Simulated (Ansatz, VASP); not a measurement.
## One calculation of Cu, two programs

File INCAR:

```
  PREC = Accurate
  ENCUT = 600
  EDIFF = 1E-7
  ISMEAR = -1
  SIGMA = 0.1
  LREAL = False
  LASPH = True
  NELM = 120
  ALGO = Normal
  ISIF = 3
  LWAVE = False
  LCHARG = False
  GGA = PE
  IBRION = 2
  NSW = 50
  EDIFFG = -0.01
  GGA_COMPAT = False
  NELMIN = 4
```

The input KPOINTS:

```
regular mesh
0
Gamma
  6 6 6
```

Contents of POSCAR:

```
Cu
1.0
    0.0000000000      1.8320750000      1.8320750000
    1.8320750000      0.0000000000      1.8320750000
    1.8320750000      1.8320750000      0.0000000000
Cu
1
Direct
    0.0000000000      0.0000000000      0.0000000000
```

Input for Ansatz:

```yaml
crystal:
  lattice:
  - [0.0, 1.832075, 1.832075]
  - [1.832075, 0.0, 1.832075]
  - [1.832075, 1.832075, 0.0]
  atoms:
  - symbol: Cu
    position: [0, 0, 0]
kpoints:
  mp_grid:
    grid: [6, 6, 6]
    shift: [0, 0, 0]
hamiltonian:
  xc: pbe
  dispersion: none
  pseudopotentials:
    kind: all_electron
    lapw: {}
magnetization: {spin_polarized: false}
scf:
  occupations: {method: fermi_dirac, width: 0.1}
output: {forces: true, stress: true}
relax:
  max_steps: 30
  cell: {}
```

Alike in both runs: task relaxation of cell and atoms; functional PBE; k mesh 6 × 6 × 6; occupations fermi-dirac, width 0.1 eV; no spin polarisation.

```csv
,VASP,Ansatz
version,VASP 6.6.1,Ansatz 0.2 development build
potentials or method,"VASP PAW PBE potentials, release 64 (Cu), cutoff 600 eV","all-electron full-potential LAPW, scalar-relativistic"
```

|  | VASP | Ansatz | Ansatz less VASP |
| --- | --- | --- | --- |
| relaxed volume (Å³/atom) | 12.10 | 12.05 | -0.049 |
| relaxed cell length with the largest relative difference (Å) | 2.577 | 2.573 | -0.0035 |

Ansatz ran all-electron here, and VASP with PAW potentials.

The k mesh is coarse, so the values compare programs but aren't converged.
